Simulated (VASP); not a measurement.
Wanted: the native input for a VASP 6.6.1 run.

```yaml
Task: relaxation of cell and atoms
Functional: PBEsol
Potentials_or_basis: VASP PAW PBE potentials, release 64 (Zn, Ga_d, O)
Cutoff: 600 eV
k_mesh: 6 × 6 × 6
Occupations: gaussian, width 0.03 eV
Spin: no spin polarisation
Further_INCAR_settings: ALGO = Normal; EDIFF = 1e-06; IBRION = 2; EDIFFG = -0.01; NSW = 90; ISIF = 3
```

The structure of ZnGa2O4 lies in POSCAR:

```
ZnGa2O4
1.0
    0.0000000000      4.1711888808      4.1711888808
    4.1711888808      0.0000000000      4.1711888808
    4.1711888808      4.1711888808      0.0000000000
Zn Ga O
2 4 8
Direct
    0.5000000000      0.5000000000      0.5000000000
    0.7500000000      0.7500000000      0.7500000000
    0.1250000000      0.1250000000      0.6250000000
    0.1250000000      0.6250000000      0.1250000000
    0.6250000000      0.1250000000      0.1250000000
    0.1250000000      0.1250000000      0.1250000000
    0.8865055100      0.3404834700      0.8865055100
    0.3634944900      0.3634944900      0.9095165300
    0.3634944900      0.3634944900      0.3634944900
    0.9095165300      0.3634944900      0.3634944900
    0.8865055100      0.8865055100      0.8865055100
    0.3404834700      0.8865055100      0.8865055100
    0.3634944900      0.9095165300      0.3634944900
    0.8865055100      0.8865055100      0.3404834700
```

The input as run:

INCAR

```
SYSTEM = ZnGa2O4
  PREC = Accurate
  ENCUT = 600
  EDIFF = 1E-6
  ISMEAR = 0
  SIGMA = 0.03
  LREAL = .False.
  LASPH = .True.
  NELM = 80
  ALGO = Normal
  ISIF = 3
  LWAVE = .False.
  LCHARG = .False.
  GGA = PS
  IBRION = 2
  NSW = 90
  EDIFFG = -0.01
  KPAR = 4
```

KPOINTS

```
Automatic mesh
0
Gamma
  6 6 6
  0 0 0
```

Potentials or basis: VASP PAW PBE potentials, release 64 (Zn, Ga_d, O).

Run with:

```bash
$ cat potpaw_PBE.64/Zn/POTCAR potpaw_PBE.64/Ga_d/POTCAR potpaw_PBE.64/O/POTCAR > POTCAR
$ mpirun -np 4 vasp_std > vasp.out
```

It gave:

```json
{
  "Relaxed volume": "10.39 Å³/atom",
  "Relaxed cell": "a = 5.904 Å, b = 5.904 Å, c = 5.904 Å, α = 60.00°, β = 60.00°, γ = 60.00°",
  "Space group after relaxing (to 0.1 Å)": "Fd-3m (No. 227)",
  "Energy gained by relaxing": "0.1 meV/atom",
  "Ionic steps": "3",
  "Pressure after relaxing": "0.0 GPa",
  "Largest force after relaxing": "0.006 eV/Å",
  "Band gap on the k mesh": "2.49 eV (least direct gap 2.67 eV)"
}
```

Caveat: the PAW data sets were made with another functional, which shifts forces and pressure a little.

Wall time 2.8 min on 4 MPI ranks on Intel(R) Xeon(R) Platinum 8488C (Sapphire Rapids), on a shared host, peak memory 0.44 GiB a rank.
